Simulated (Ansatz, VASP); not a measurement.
## NaF in VASP and in Ansatz

File INCAR:

```
PREC = Accurate
ENCUT = 520
EDIFF = 1E-6
ISMEAR = -1
SIGMA = 0.02
LREAL = False
LASPH = True
NELM = 60
ALGO = Normal
ISIF = 2
LWAVE = False
LCHARG = False
NBANDS = 14
```

Contents of KPOINTS:

```
Automatic mesh
0
Gamma
  10 10 10
```

The input POSCAR:

```
NaF
1.0
    0.0464660000      2.3465330000      2.3465330000
    2.3465330000      0.0464660000      2.3465330000
    2.3465330000      2.3465330000      0.0464660000
Na F
1 1
Direct
    0.0000000000      0.0000000000      0.0000000000
    0.5000000000      0.5000000000      0.5000000000
```

Input for Ansatz:

```yaml
crystal:
  lattice:
    - [0.046466, 2.346533, 2.346533]
    - [2.346533, 0.046466, 2.346533]
    - [2.346533, 2.346533, 0.046466]
  atoms:
    - { symbol: Na, position: [0.0, 0.0, 0.0] }
    - { symbol: F, position: [0.5, 0.5, 0.5] }
kpoints:
  mp_grid: { grid: [10, 10, 10] }
  band_path:
    path:
      - [0.0, 0.0, 0.0]
      - [0.5, 0.5, 0.5]
      - [0.2451701269, 0.5, 0.7548298731]
      - [-0.2451701269, 0.2451701269, 0.5]
      - [0.0, 0.0, 0.5]
      - [0.0, 0.0, 0.0]
      - [-0.3725850634, 0.0, 0.3725850634]
      - [0.0, 0.3725850634, 0.6274149366]
      - [0.0, 0.5, 0.5]
    npoints: 5
scf:
  occupations: { method: fermi_dirac, width: 0.02 }
hamiltonian:
  xc: lda
  pseudopotentials: { kind: all_electron, lapw: { basis_error: 0.0005 } }
output:
  forces: true
  stress: true
  eigenvalues: true
```

Change from the starting cell: equal xy, yz and zx shear strains of +2 %.

Alike in both runs: task single point; functional LDA; k mesh 10 × 10 × 10; occupations fermi-dirac, width 0.02 eV; no spin polarisation.

|  | VASP | Ansatz |
| --- | --- | --- |
| version | VASP 6.6.1 | Ansatz 0.2.0 |
| potentials or method | VASP PAW LDA potentials, release 64 (Na_pv, F), cutoff 520 eV | all-electron LAPW, scalar-relativistic |

Ansatz gave:

| Item | Value |
| --- | --- |
| gap on the k mesh at the Fermi level (eV) | 5.89 |
| pressure (GPa) | -4.6 |
| traceless stress, the component that is largest in VASP (GPa) | -0.60 |

Task: What did VASP give for the same quantities?

Result: gap on the k mesh at the Fermi level (eV): 5.88; pressure (GPa): -4.7; traceless stress, the component that is largest in VASP (GPa): -0.60.

LDA's correlation is that of Perdew and Zunger in VASP and of Perdew and Wang (1992) in Ansatz. Ansatz ran all-electron here, and VASP with PAW potentials.
